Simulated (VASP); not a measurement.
# Ti (Fm-3m) in VASP: further runs, part 2 of 2

VASP 6.6.1. Earlier steps stand in the parts before.

**5. Single point, r2SCAN**

This run uses another cell than the first one, of 18.40 Å³/atom, 1.073 times its volume.

POSCAR reads:

```
Ti
1.0
    0.0000000000      2.0955286344      2.0955286344
    2.0955286344      0.0000000000      2.0955286344
    2.0955286344      2.0955286344      0.0000000000
Ti
1
Direct
    0.0000000000      0.0000000000      0.0000000000
```

INCAR.step1 reads:

```
SYSTEM = Ti
ALGO = Normal
EDIFF = 1E-4
ENCUT = 520
GGA = PE
ISMEAR = -1
LASPH = .True.
LCHARG = .False.
LREAL = .False.
LWAVE = .True.
NBANDS = 12
NELM = 60
PREC = Accurate
SIGMA = 0.1
```

INCAR.step2 reads:

```
SYSTEM = Ti
ALGO = Normal
EDIFF = 1E-6
ENCUT = 520
ISIF = 2
ISMEAR = -1
ISTART = 1
LASPH = .True.
LCHARG = .False.
LMIXTAU = .True.
LREAL = .False.
LWAVE = .False.
METAGGA = R2SCAN
NBANDS = 12
NELM = 60
PREC = Accurate
SIGMA = 0.1
```

KPOINTS reads:

```
k-points
0
Gamma
  12 12 12
  0 0 0
```

Potentials or basis: VASP PAW PBE potentials, release 64 (Ti_sv).

The run is started by

```sh
$ cat potpaw_PBE.64/Ti_sv/POTCAR > POTCAR
$ cp INCAR.step1 INCAR
$ mpirun -np 1 vasp_std > vasp.out
$ cp INCAR.step2 INCAR
$ mpirun -np 1 vasp_std > vasp.out
```

OUTCAR:

```text
SYSTEM = Ti
   EDIFF = 1E-6
   ENCUT = 520
   ISIF = 2
   ISMEAR = -1
   ISTART = 1
   LASPH = .True.
   LREAL = .False.
   METAGGA = R2SCAN
   NELM = 60
   PREC = Accurate

 ion  position               nearest neighbor table
   1  0.000  0.000  0.000-

  LATTYP: Found a face centered cubic cell.
 ALAT       =     4.1910572688

  Lattice vectors:

 A1 = (   0.0000000000,   2.0955286344,   2.0955286344)
 A2 = (   2.0955286344,   0.0000000000,   2.0955286344)
 A3 = (   2.0955286344,   2.0955286344,   0.0000000000)

Analysis of symmetry for initial positions (statically):
=====================================================================
 Subroutine PRICEL returns:
 Original cell was already a primitive cell.

 Routine SETGRP: Setting up the symmetry group for a
 face centered cubic supercell.

 Subroutine GETGRP returns: Found 48 space group operations
 (whereof 48 operations were pure point group operations)
 out of a pool of 48 trial point group operations.

The static configuration has the point symmetry O_h .

Analysis of symmetry for dynamics (positions and initial velocities):
[... 166 lines left out ...]
      1     -51.5342      2.00000
      2     -26.3969      2.00000
      3     -26.3968      2.00000
      4     -26.3968      2.00000
      5       1.2897      2.00000
      6       8.5825      0.00014
      7       8.5825      0.00014
      8       8.5825      0.00014
      9      10.2616      0.00000
     10      10.2616      0.00000
     11      23.0968      0.00000
     12      27.6886      0.00000
[... 331 lines left out ...]
 k-point    24 :      -0.4167    0.1667    0.0000
  band No.  band energies     occupation
      1     -51.4230      2.00000
      2     -26.9180      2.00000
      3     -26.5750      2.00000
      4     -26.4915      2.00000
      5       5.6527      2.00000
      6       7.1877      1.97612
      7       8.1288      0.01344
      8       9.0182      0.00000
      9      10.9808      0.00000
     10      12.3982      0.00000
     11      15.6364      0.00000
     12      21.4302      0.00000

 [... further k-points ...]

------------------------ aborting loop because EDIFF is reached ----------------------------------------

  FORCE on cell =-STRESS in cart. coord.  units (eV):
  Direction    XX          YY          ZZ          XY          YZ          ZX
  --------------------------------------------------------------------------------------
  -------------------------------------------------------------------------------------
  Total       -0.6175954     -0.6175954     -0.6175954     -0.0000000      0.0000000      0.0000000
  in kB      -53.7655193    -53.7655193    -53.7655193     -0.0000000      0.0000000      0.0000000
  external PRESSURE =     -53.7655193 kB  Pullay stress =       0.0000000 kB

 VOLUME and BASIS-vectors are now :
 -----------------------------------------------------------------------------
  energy-cutoff  :      520.00
  volume of cell :       18.40
      direct lattice vectors                 reciprocal lattice vectors
     0.000000000  2.095528634  2.095528634    -0.238603277  0.238603277  0.238603277
     2.095528634  0.000000000  2.095528634     0.238603277 -0.238603277  0.238603277
     2.095528634  2.095528634  0.000000000     0.238603277  0.238603277 -0.238603277

 POSITION                                       TOTAL-FORCE (eV/Angst)
 -----------------------------------------------------------------------------------
      0.00000      0.00000      0.00000        -0.000000     -0.000000      0.000000
 -----------------------------------------------------------------------------------
    total drift:                               -0.000000     -0.000000     -0.000000

  FREE ENERGIE OF THE ION-ELECTRON SYSTEM (eV)
  ---------------------------------------------------
  free  energy   TOTEN  =       -12.8892897900 eV

  energy  without entropy=      -12.8347913461  energy(sigma->0) =      -12.86204057
```

OSZICAR.step1:

```text
N       E                     dE             d eps       ncg     rms          rms(c)
DAV:   1     0.874116821774E+02    0.87412E+02   -0.66593E+03  1732   0.120E+03
DAV:   2    -0.440173181673E+01   -0.91813E+02   -0.89307E+02  1756   0.297E+02
DAV:   3    -0.878674790736E+01   -0.43850E+01   -0.43348E+01  2344   0.665E+01
DAV:   4    -0.888961487758E+01   -0.10287E+00   -0.10271E+00  1968   0.876E+00
DAV:   5    -0.889242726860E+01   -0.28124E-02   -0.28123E-02  2080   0.126E+00    0.790E+00
DAV:   6    -0.779737050586E+01    0.10951E+01   -0.22794E+00  1856   0.222E+01    0.201E+00
DAV:   7    -0.778134262150E+01    0.16028E-01   -0.93592E-02  2120   0.347E+00    0.124E+00
DAV:   8    -0.778820037250E+01   -0.68578E-02   -0.35427E-02  1828   0.252E+00    0.183E-01
DAV:   9    -0.778836530561E+01   -0.16493E-03   -0.45778E-03  2228   0.818E-01    0.813E-02
DAV:  10    -0.778837316734E+01   -0.78617E-05   -0.23636E-04  1844   0.190E-01
   1 F= -.77883732E+01 E0= -.77578938E+01  d E =-.609588E-01
```

Run time: 2 min. Hardware: 1 thread of AMD EPYC 7R43 (Zen 3), shared host; peak memory 0.11 GiB.

What came out:

| Property | Result |
| --- | --- |
| Free energy | -12.8893 eV |
| Pressure | -5.4 GPa |
| Band gap on the k mesh | zero (band 6 reaches 8.58 eV, above the bottom of band 7 at 7.23 eV) |

Caveat: the PAW data sets were made with another functional, which shifts forces and pressure a little.

**6. The runs side by side**

```tsv
cell	gap on the mesh (eV)	pressure (GPa)
a = 2.895 Å, angles 60.0°, 1 atom	none	2.0
a = 2.918 Å, angles 60.0°, 1 atom	none	-0.7
a = 2.941 Å, angles 60.0°, 1 atom	none	-3.2
a = 2.964 Å, angles 60.0°, 1 atom	none	-5.4
```

Alike in all rows: task single point; level r2SCAN; potentials or basis VASP PAW PBE potentials, release 64 (Ti_sv); no spin polarisation; k mesh 12 × 12 × 12; cutoff (eV) 520; smearing fermi-dirac 0.1 eV.

Caveats: the PAW data sets were made with another functional, which shifts forces and pressure a little.

Total energies depend on the potentials used, so only differences within one code and one set of settings carry meaning.
